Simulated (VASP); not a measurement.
Set up this calculation in VASP 6.6.1, as the native input.

* Task: single point
* Functional: LDA
* Potentials or basis: VASP PAW LDA potentials, release 64 (Ge_d)
* Cutoff: 520 eV
* k mesh: 14 × 14 × 14
* Occupations: gaussian, width 0.15 eV
* Spin: no spin polarisation
* Dipole correction: no
* Further INCAR settings: ALGO = Normal; EDIFF = 1e-07; NBANDS = 21

The structure of Ge lies in POSCAR:

```
Ge
1.0
   -0.0375256690      2.8109115346      2.6984750732
    2.8109115346     -0.0375256690      2.6984750732
    2.7733858656      2.7733858656      0.0000000000
Ge
2
Direct
    0.5000000000      0.5000000000      0.5000000000
    0.7500000000      0.7500000000      0.7500000000
```

This cell differs from its parent crystal: engineering shear strain xy -0.0267, normal strain along z -0.0400.

The input as run:

INCAR

```
PREC = Accurate
ENCUT = 520
EDIFF = 1E-7
ISMEAR = 0
SIGMA = 0.15
LREAL = F
LASPH = T
NELM = 60
ALGO = Normal
ISIF = 2
LWAVE = F
LCHARG = F
NBANDS = 21
```

KPOINTS

```
Automatic mesh
0
Gamma
  14 14 14
```

Potentials or basis: VASP PAW LDA potentials, release 64 (Ge_d).

Run with:

```bash
$ cat potpaw_LDA.64/Ge_d/POTCAR > POTCAR
$ mpirun -np 1 vasp_std > vasp.out
```

Results of the run:

| Quantity | Value |
| --- | --- |
| Pressure | 3.5 GPa |
| Largest force | 0.283 eV/Å |
| Band gap on the k mesh | zero (bands 14 and 15 overlap by 0.11 eV) |

Caveat: the cell differs from its parent crystal (engineering shear strain xy -0.0267, normal strain along z -0.0400); the cell stands under pressure; semilocal functionals underestimate gaps, and a narrow one can read as zero.

Wall time 9.9 min on 1 thread of Intel Xeon 8259CL, with other jobs on the host, peak memory 0.39 GiB.
